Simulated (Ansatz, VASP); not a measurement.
**Li3TeH: VASP beside Ansatz**

INCAR

```
ALGO = Normal
EDIFF = 1E-7
EDIFFG = -0.005
ENCUT = 600
GGA = PE
IBRION = 2
ISIF = 3
ISMEAR = 0
LASPH = True
LCHARG = False
LREAL = False
LWAVE = False
NELM = 80
NSW = 100
PREC = Accurate
SIGMA = 0.02
```

The input KPOINTS:

```
k-points
0
Gamma
  6 6 6
```

Contents of POSCAR:

```
Li3TeH
1.0
    4.2221000000      0.0000000000      0.0000000000
    0.0000000000      4.2221000000      0.0000000000
    0.0000000000      0.0000000000      4.2221000000
Li Te H
3 1 1
Direct
    0.5000000000      0.0000000000      0.5000000000
    0.0000000000      0.5000000000      0.5000000000
    0.5000000000      0.5000000000      0.0000000000
    0.0000000000      0.0000000000      0.0000000000
    0.5000000000      0.5000000000      0.5000000000
```

Input for Ansatz:

```yaml
crystal:
  lattice:
    - [4.2221, 0.0, 0.0]
    - [0.0, 4.2221, 0.0]
    - [0.0, 0.0, 4.2221]
  atoms:
    - { symbol: Li, position: [0.5, 0.0, 0.5] }
    - { symbol: Li, position: [0.0, 0.5, 0.5] }
    - { symbol: Li, position: [0.5, 0.5, 0.0] }
    - { symbol: Te, position: [0.0, 0.0, 0.0] }
    - { symbol: H, position: [0.5, 0.5, 0.5] }
basis:
  ecutwfc: 420
kpoints:
  mp_grid: { grid: [6, 6, 6] }
hamiltonian:
  xc: pbe
scf:
  occupations: { method: gaussian, width: 0.02 }
output:
  forces: true
  stress: true
  eigenvalues: true
relax:
  adjacent_minimum: "off"
  f_tol: 0.005
  max_steps: 80
  cell: { stress_tol: 0.05 }
```

Alike in both runs: task relaxation of cell and atoms; functional PBE; k mesh 6 × 6 × 6; occupations gaussian, width 0.02 eV; no spin polarisation.

|  | VASP | Ansatz |
| --- | --- | --- |
| version | VASP 6.6.1 | Ansatz 0.2.0 |
| potentials or method | VASP PAW PBE potentials, release 64 (Li_sv, Te, H), cutoff 600 eV | scalar-relativistic, plane waves, PAW |
| valence electrons in the cell | 16 | 26 |

|  | VASP | Ansatz | Ansatz less VASP |
| --- | --- | --- | --- |
| gap on the k mesh at the Fermi level, each at its own relaxed structure (eV) | 2.91 | 2.91 | -0.005 |
| relaxed volume (Å³/atom) | 14.68 | 14.74 | +0.051 |
| relaxed cell length with the largest relative difference (Å) | 4.187 | 4.192 | +0.0049 |

VASP's potentials hold 16 valence electrons a cell and Ansatz's 26, so a difference there can come from the potentials and not from the codes.

Neither program's run includes spin-orbit coupling. Noted on VASP's run: the cutoff is short for stress, so the pressure is rough.
